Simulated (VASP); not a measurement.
# AlGa3N4 in VASP: single point with PBEsol

Aim: the single point of AlGa3N4 with PBEsol.

Everything below comes from runs of VASP 6.6.1. Logs are shortened: lines on timing, memory, paths and dates and some standing lists are left out, and cuts for length are marked.

## (1) The cell of the first run

The typed cell holds 8 atoms: a = 4.467 Å, b = 4.467 Å, c = 4.467 Å, α = 90.00°, β = 90.00°, γ = 90.00°.

## (2) Single point, PBEsol (all atoms moved at random, sigma 0.1 Å a component, then relaxed in part)

INCAR reads:

```
SYSTEM = AlGa3N4
  PREC = Accurate
  ENCUT = 520
  EDIFF = 1E-6
  ISMEAR = 0
  SIGMA = 0.05
  LREAL = .False.
  LASPH = .True.
  NELM = 100
  ALGO = Normal
  ISIF = 2
  LWAVE = .False.
  LCHARG = .False.
  GGA = PS
  NBANDS = 41
```

KPOINTS reads:

```
regular mesh
0
Gamma
  6 6 6
  0 0 0
```

POSCAR reads:

```
AlGa3N4
1.0
    4.4674152872     -0.0000268324      0.0000316833
   -0.0000268324      4.4671621780     -0.0000104144
    0.0000316833     -0.0000104144      4.4672212893
Al Ga N
1 3 4
Direct
   -0.0000005132     -0.0000116279     -0.0000023200
    0.4999972320      0.4999961381      0.0000080908
    0.4999979505      0.0000050101      0.5000025396
   -0.0000027516      0.5000017487      0.5000031408
    0.7550266418      0.7550382700      0.2449630450
    0.7550335076      0.2449735253      0.7550274977
    0.2449770659      0.7550282520      0.7550234525
    0.2449708669      0.2449686838      0.2449745537
```

Potentials or basis: VASP PAW PBE potentials, release 64 (Al, Ga_d, N).

Started as:

```console
cat potpaw_PBE.64/Al/POTCAR potpaw_PBE.64/Ga_d/POTCAR potpaw_PBE.64/N/POTCAR > POTCAR
mpirun -np 1 vasp_std > vasp.out
```

OUTCAR:

```text
SYSTEM = AlGa3N4
   PREC = Accurate
   ENCUT = 520
   EDIFF = 1E-6
   ISMEAR = 0
   LREAL = .False.
   LASPH = .True.
   NELM = 100
   ISIF = 2
   GGA = PS

 ion  position               nearest neighbor table
   1  1.000  1.000  1.000-   5 1.90   7 1.90   8 1.90   6 1.90
   2  0.500  0.500  0.000-   8 1.95   5 1.95   6 1.95   7 1.95
   3  0.500  0.000  0.500-   7 1.95   8 1.95   6 1.95   5 1.95
   4  1.000  0.500  0.500-   6 1.95   7 1.95   8 1.95   5 1.95
   5  0.755  0.755  0.245-   1 1.90   2 1.95   3 1.95   4 1.95
   6  0.755  0.245  0.755-   1 1.90   4 1.95   3 1.95   2 1.95
   7  0.245  0.755  0.755-   1 1.90   3 1.95   4 1.95   2 1.95
   8  0.245  0.245  0.245-   1 1.90   2 1.95   3 1.95   4 1.95

  LATTYP: Found a simple orthorhombic cell.
 ALAT       =     4.4671621781
 B/A-ratio  =     1.0000132324
 C/A-ratio  =     1.0000566600

  Lattice vectors:

 A1 = (  -0.0000268324,   4.4671621780,  -0.0000104144)
 A2 = (  -0.0000316833,   0.0000104144,  -4.4672212893)
 A3 = (  -4.4674152872,   0.0000268324,  -0.0000316833)

Analysis of symmetry for initial positions (statically):
=====================================================================
 Subroutine PRICEL returns:
 Original cell was already a primitive cell.

 Routine SETGRP: Setting up the symmetry group for a
 simple orthorhombic supercell.

 Subroutine GETGRP returns: Found  1 space group operations
 (whereof  1 operations were pure point group operations)
 out of a pool of  8 trial point group operations.

The static configuration has the point symmetry C_1 .

Analysis of symmetry for dynamics (positions and initial velocities):
=====================================================================
 Subroutine PRICEL returns:
 Original cell was already a primitive cell.

 Routine SETGRP: Setting up the symmetry group for a
 simple orthorhombic supercell.

 Subroutine GETGRP returns: Found  1 space group operations
 (whereof  1 operations were pure point group operations)
 out of a pool of  8 trial point group operations.

The dynamic configuration has the point symmetry C_1 .

 Subroutine INISYM returns: Found  1 space group operations
 (whereof  1 operations are pure point group operations),
 and found     1 'primitive' translations

----------------------------------------------------------------------------------------

                                     Primitive cell

  volume of cell :      89.1509

  direct lattice vectors                    reciprocal lattice vectors
     4.467415287 -0.000026832  0.000031683     0.223843081  0.000001345 -0.000001588
    -0.000026832  4.467162178 -0.000010414     0.000001345  0.223855764  0.000000522
     0.000031683 -0.000010414  4.467221289    -0.000001588  0.000000522  0.223852801

  length of vectors
     4.467415287  4.467162178  4.467221289     0.223843081  0.223855764  0.223852801

  position of ions in fractional coordinates (direct lattice)
     0.999999487  0.999988372  0.999997680
     0.499997232  0.499996138  0.000008091
     0.499997951  0.000005010  0.500002540
     0.999997248  0.500001749  0.500003141
     0.755026642  0.755038270  0.244963045
     0.755033508  0.244973525  0.755027498
     0.244977066  0.755028252  0.755023452
     0.244970867  0.244968684  0.244974554

  ion indices of the primitive-cell ions
   primitive index   ion index
                 1           1
                 2           2
                 3           3
                 4           4
                 5           5
                 6           6
                 7           7
                 8           8

----------------------------------------------------------------------------------------

 KPOINTS: regular mesh

Automatic generation of k-mesh.
 Grid dimensions read from file:
 generate k-points for:    6    6    6

 Generating k-lattice:

  Cartesian coordinates                     Fractional coordinates (reciprocal lattice)
     0.037307180  0.000000224 -0.000000265     0.166666667  0.000000000 -0.000000000
     0.000000224  0.037309294  0.000000087    -0.000000000  0.166666667 -0.000000000
    -0.000000265  0.000000087  0.037308800     0.000000000 -0.000000000  0.166666667

  Length of vectors
     0.037307180  0.037309294  0.037308800

  Shift w.r.t. Gamma in fractional coordinates (k-lattice)
     0.000000000  0.000000000  0.000000000

 Subroutine IBZKPT returns following result:
 ===========================================

 Found    112 irreducible k-points:

 Following reciprocal coordinates:
            Coordinates               Weight
  0.000000  0.000000  0.000000      1.000000
  0.166667 -0.000000  0.000000      2.000000
  0.333333 -0.000000 -0.000000      2.000000
  0.500000 -0.000000 -0.000000      1.000000
  0.000000  0.166667 -0.000000      2.000000
  0.166667  0.166667  0.000000      2.000000
[... 16 lines left out ...]
 -0.166667 -0.000000  0.166667      2.000000
  0.333333 -0.000000  0.166667      2.000000
 [... further k-points ...]
   k-points           NKPTS =    112   k-points in BZ     NKDIM =    112   number of bands    NBANDS=     41
   number of dos      NEDOS =    301   number of ions     NIONS =      8
   total plane-waves  NPLWV =  46656
   dimension x,y,z NGX =    36 NGY =   36 NGZ =   36
   dimension x,y,z NGXF=    72 NGYF=   72 NGZF=   72
   ions per type =               1   3   4
   NGX,Y,Z   is equivalent  to a cutoff of  13.40, 13.40, 13.40 a.u.
   NGXF,Y,Z  is equivalent  to a cutoff of  26.79, 26.79, 26.79 a.u.
 SYSTEM =  AlGa3N4
   PREC   = accura    normal or accurate (medium, high low for compatibility)
   ISTART =      0    job   : 0-new  1-cont  2-samecut
   ICHARG =      2    charge: 1-file 2-atom 10-const
   ISPIN  =      1    spin polarized calculation?
   LNONCOLLINEAR =      F non collinear calculations
   LSORBIT =      F    spin-orbit coupling
   LASPH  =      T    aspherical Exc in radial PAW
   ENCUT  =  520.0 eV  38.22 Ry    6.18 a.u.   8.31  8.31  8.31*2*pi/ulx,y,z
   NELM   =    100;   NELMIN=  2; NELMDL= -5     # of ELM steps
   EDIFF  = 0.1E-05   stopping-criterion for ELM
   LREAL  =      F    real-space projection
   EDIFFG = 0.1E-04   stopping-criterion for IOM
   NSW    =      0    number of steps for IOM
   IBRION =     -1    ionic relax: 0-MD 1-quasi-New 2-CG
   NFREE  =      0    steps in history (QN), initial steepest desc. (CG)
   ISIF   =      2    stress and relaxation
   ISYM   =      2    0-nonsym 1-usesym 2-fastsym
   POTIM  = 0.5000    time-step for ionic-motion
   TEBEG  =    0.0;   TEEND  =   0.0 temperature during run
   PSTRESS=    0.0 pullay stress
   NELECT =      62.0000    total number of electrons
   NUPDOWN=      -1.0000    fix difference up-down
   EMIN   =  10.00;   EMAX   =-10.00  energy-range for DOS
   EFERMI =   0.00;   METHOD = LEGACY
   ISMEAR =     0;   SIGMA  =   0.05  broadening in eV -4-tet -1-fermi 0-gaus
   EFERMI_NEDOS =   21; number of points for ismear=-14 and -15
   IALGO  =     38    algorithm
   IMIX   =      4    mixing-type and parameters
     AMIX     =   0.40;   BMIX     =  1.00
     AMIX_MAG =   1.60;   BMIX_MAG =  1.00
  volume/ion in A,a.u.               =      11.14        75.20
  Fermi-wavevector in a.u.,A,eV,Ry     =   1.450430  2.740916 28.623233  2.103748
  Thomas-Fermi vector in A             =   2.568043
   LORBIT       =      0    0 simple, 1 ext, 2 COOP (PROOUT), +10 PAW based schemes
   GGA     = PS    functional components
   LHFCALC =     F    Hartree Fock is set to
   AEXX    =    0.0000 exact exchange contribution
   IVDW    =     0    specifies the selected vdW correction
   LEPSILON=     F    determine dielectric tensor
   LRPA    =     F    only Hartree local field effects (RPA)
 non-spin polarized calculation
 Gauss-broadening in eV      SIGMA  =   0.05
  energy-cutoff  :      520.00
  volume of cell :       89.15
 maximum number of plane-waves:      2440
 NGX is ok and might be reduce to    36
   NGX = 17   NGY = 17   NGZ = 17

 number of electron      61.9999963 magnetization

 Free energy of the ion-electron system (eV)
  ---------------------------------------------------
  ext. energy  EPLUGINS =         0.00000000
  ---------------------------------------------------
  free energy    TOTEN  =       -54.96759428 eV

  energy without entropy =      -54.96759428  energy(sigma->0) =      -54.96759428

 E-fermi :   5.5536     XC(G=0): -11.7445

 val. band max:        5.3174252601   @ k =   0.0000   0.0000   0.0000
 cond. band min:       7.6284546886   @ k =   0.0000   0.0000   0.0000
 fundamental gap:      2.3110294285
 Fermi energy:         5.5536170871

 k-point     1 :       0.0000    0.0000    0.0000
  band No.  band energies     occupation
      1     -10.3704      2.00000
      2      -9.0695      2.00000
      3      -9.0695      2.00000
      4      -9.0694      2.00000
      5      -7.7957      2.00000
      6      -7.7743      2.00000
[... 33 lines left out ...]
     40      16.0823      0.00000
     41      16.0826      0.00000

 k-point     2 :       0.1667   -0.0000    0.0000
  band No.  band energies     occupation
      1     -10.2569      2.00000
      2      -9.1081      2.00000
      3      -9.0712      2.00000
      4      -9.0712      2.00000
      5      -7.7908      2.00000
      6      -7.7711      2.00000
[... 33 lines left out ...]
     40      16.2975      0.00000
     41      16.3007      0.00000

 k-point     3 :       0.3333   -0.0000   -0.0000
  band No.  band energies     occupation
      1      -9.9521      2.00000
      2      -9.2515      2.00000
      3      -9.0746      2.00000
      4      -9.0745      2.00000
      5      -7.7602      2.00000
      6      -7.7560      2.00000
[... 875 lines left out ...]
      2      -9.1178      2.00000
      3      -9.0967      2.00000
      4      -9.0749      2.00000
      5      -7.7805      2.00000
      6      -7.7721      2.00000
[... 33 lines left out ...]
     40      16.2850      0.00000
     41      16.3498      0.00000

 k-point    24 :       0.3333   -0.0000    0.1667
  band No.  band energies     occupation
      1      -9.8702      2.00000
      2      -9.2390      2.00000
      3      -9.1030      2.00000
      4      -9.0835      2.00000
      5      -7.7662      2.00000
      6      -7.7578      2.00000
[... 33 lines left out ...]
     40      15.7393      0.00000
     41      16.0435      0.00000

 [... further k-points ...]
[... 5 lines left out ...]
  --------------------------------------------------------------------------------------
  -------------------------------------------------------------------------------------
  Total       -0.0678203     -0.0640574     -0.0649116      0.0022229     -0.0001552     -0.0022456
  in kB       -1.2188340     -1.1512095     -1.1665602      0.0399485     -0.0027892     -0.0403562
  external PRESSURE =      -1.1788679 kB  Pullay stress =       0.0000000 kB

 VOLUME and BASIS-vectors are now :
 -----------------------------------------------------------------------------
  energy-cutoff  :      520.00
  volume of cell :       89.15
      direct lattice vectors                 reciprocal lattice vectors
     4.467415287 -0.000026832  0.000031683     0.223843081  0.000001345 -0.000001588
    -0.000026832  4.467162178 -0.000010414     0.000001345  0.223855764  0.000000522
     0.000031683 -0.000010414  4.467221289    -0.000001588  0.000000522  0.223852801

 POSITION                                       TOTAL-FORCE (eV/Angst)
 -----------------------------------------------------------------------------------
      4.46742      4.46707      4.46723         0.000310      0.001152     -0.000238
      2.23368      2.23355      0.00005         0.000165      0.000190     -0.000572
      2.23371      0.00000      2.23364         0.000329      0.000011     -0.000247
      4.46741      2.23356      2.23365        -0.000014      0.000243     -0.000597
      3.37301      3.37286      1.09432        -0.004967     -0.005792      0.005789
      3.37307      1.09431      3.37290        -0.005153      0.004584     -0.004421
      1.09442      3.37282      3.37286         0.004759     -0.005183     -0.004394
      1.09439      1.09431      1.09436         0.004571      0.004794      0.004680
 -----------------------------------------------------------------------------------
    total drift:                                0.000016      0.000001     -0.000009

  FREE ENERGIE OF THE ION-ELECTRON SYSTEM (eV)
  ---------------------------------------------------
  free  energy   TOTEN  =       -54.9675942839 eV

  energy  without entropy=      -54.9675942839  energy(sigma->0) =      -54.96759428
```

Wall time 10 min (1 thread of Oxide Virtual Turin-like, shared host); peak memory 0.4 GiB.

Results:

```yaml
Free_energy: -54.9676 eV
Pressure: -0.1 GPa
Largest_force: 0.010 eV/Å
Band_gap_on_the_k_mesh: 2.31 eV, direct
```

Forces in eV/Å, atoms in the order of the input:
```
Al   0.000  0.001  0.000
Ga   0.000  0.000 -0.001
Ga   0.000  0.000  0.000
Ga   0.000  0.000 -0.001
N   -0.005 -0.006  0.006
N   -0.005  0.005 -0.004
N    0.005 -0.005 -0.004
N    0.005  0.005  0.005
```

Caveat: the cell differs from its parent crystal (all atoms moved at random, sigma 0.1 Å a component, then relaxed in part); the PAW data sets were made with another functional, which shifts forces and pressure a little.
